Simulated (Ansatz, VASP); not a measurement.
## LuN3O6 in VASP and in Ansatz

The input INCAR:

```
SYSTEM = LuN3O6
  PREC = Accurate
  ENCUT = 520
  EDIFF = 1E-7
  ISMEAR = 0
  SIGMA = 0.01
  LREAL = .False.
  LASPH = .True.
  NELM = 100
  ALGO = Normal
  ISIF = 2
  LWAVE = .False.
  LCHARG = .True.
  GGA = PE
  LELF = .True.
  LVHAR = .True.
  NBANDS = 49
```

Contents of KPOINTS:

```
Automatic mesh
0
Gamma
  1 1 1
  0 0 0
```

Contents of POSCAR:

```
LuN3O6
1.0
   13.1200000000      0.0000000000      0.0000000000
    0.0000000000     13.7600000000      0.0000000000
    0.0000000000      0.0000000000     11.0700000000
Lu O N
1 6 3
Direct
    0.4476791200      0.4999309600      0.5000198700
    0.6032080800      0.5121010200      0.5935365900
    0.6032080800      0.4877601700      0.4065040700
    0.3588605200      0.6222732600      0.5935365900
    0.3809687500      0.6344433100      0.4065040700
    0.3809679900      0.3654186000      0.5935365900
    0.3588605200      0.3775886600      0.4065040700
    0.6570602100      0.4999302300      0.5000198700
    0.3429885700      0.6728270300      0.5000198700
    0.3429878000      0.3270348800      0.5000198700
```

Input for Ansatz:

```yaml
crystal:
  lattice:
    - [13.12, 0.0, 0.0]
    - [0.0, 13.76, 0.0]
    - [0.0, 0.0, 11.07]
  atoms:
    - { symbol: Lu, position: [0.44767912, 0.49993096, 0.50001987] }
    - { symbol: O, position: [0.60320808, 0.51210102, 0.59353659] }
    - { symbol: O, position: [0.60320808, 0.48776017, 0.40650407] }
    - { symbol: "N", position: [0.65706021, 0.49993023, 0.50001987] }
    - { symbol: O, position: [0.35886052, 0.62227326, 0.59353659] }
    - { symbol: O, position: [0.38096875, 0.63444331, 0.40650407] }
    - { symbol: "N", position: [0.34298857, 0.67282703, 0.50001987] }
    - { symbol: O, position: [0.38096799, 0.3654186, 0.59353659] }
    - { symbol: O, position: [0.35886052, 0.37758866, 0.40650407] }
    - { symbol: "N", position: [0.3429878, 0.32703488, 0.50001987] }
basis:
  ecutwfc: 420
  ecutrho_ratio: 4
kpoints:
  mp_grid: { grid: [1, 1, 1] }
hamiltonian:
  xc: pbe
scf:
  occupations: { method: gaussian, width: 0.01 }
output:
  forces: true
  eigenvalues: true
  populations: true
  hubbard: { sites: [{ species: Lu, l: f }] }
```

Alike in both runs: task single point; functional PBE; k mesh 1 × 1 × 1; occupations gaussian, width 0.01 eV; no spin polarisation.

|  | VASP | Ansatz |
| --- | --- | --- |
| version | VASP 6.6.1 | Ansatz 0.2.0 |
| potentials or method | VASP PAW PBE potentials, release 64 (Lu, O, N), cutoff 520 eV | scalar-relativistic, plane waves, PAW |
| valence electrons in the cell | 76 | 76 |

|  | VASP | Ansatz | Ansatz less VASP |
| --- | --- | --- | --- |
| gap on the k mesh at the Fermi level (eV) | 2.78 | 2.81 | +0.025 |
| rms of the force components (eV/Å) | 0.731 | 0.489 | -0.2427 |

With one functional, cell and mesh, what is left measures potentials, basis and numerics. Ansatz's warnings: structure snapped to symmetry.

Neither program's run includes spin-orbit coupling.
